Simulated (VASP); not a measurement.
Wanted: the native input for a VASP 6.6.1 run.

```yaml
Task: single point
Functional: PBE
Potentials_or_basis: VASP PAW PBE potentials, release 64 (Ta_pv)
Cutoff: 520 eV
k_mesh: 22 × 22 × 14
Occupations: gaussian, width 0.15 eV
Spin: no spin polarisation
Dipole_correction: no
Further_INCAR_settings: ALGO = Fast; EDIFF = 1e-06; NBANDS = 18
```

The structure of Ta lies in POSCAR:

```
Ta
1.0
   -1.6593948201      1.6593948201      1.6593948201
    1.6593948201     -1.6593948201      1.6593948201
    3.3187896402      3.3187896402      0.0000000000
Ta
2
Direct
   -0.0266327057      0.0266327057      0.0000000000
    0.5266327057      0.4733672943      0.5000000000
```

This cell differs from its parent crystal: atoms displaced along a vibrational mode.

The input as run:

INCAR

```
PREC = Accurate
ENCUT = 520
EDIFF = 1E-6
ISMEAR = 0
SIGMA = 0.15
LREAL = False
LASPH = True
NELM = 100
ALGO = Fast
ISIF = 2
LWAVE = False
LCHARG = True
GGA = PE
LELF = True
LVHAR = True
NBANDS = 18
```

KPOINTS

```
regular mesh
0
Gamma
  22 22 14
```

Potentials or basis: VASP PAW PBE potentials, release 64 (Ta_pv).

Command:

```console
$ cat potpaw_PBE.64/Ta_pv/POTCAR > POTCAR
$ mpirun -np 1 vasp_std > vasp.out
```

It gave:

* Pressure: 1.0 GPa
* Largest force: 0.610 eV/Å
* Band gap on the k mesh: zero (bands 11 and 12 overlap by 2.58 eV)

Caveat: the cell differs from its parent crystal (atoms displaced along a vibrational mode); spin-orbit coupling is left out, which moves the levels of the heavy elements.

Wall time 8.8 min on 1 thread of Oxide Virtual Turin-like Processor, with other jobs on the host, peak memory 0.59 GiB.
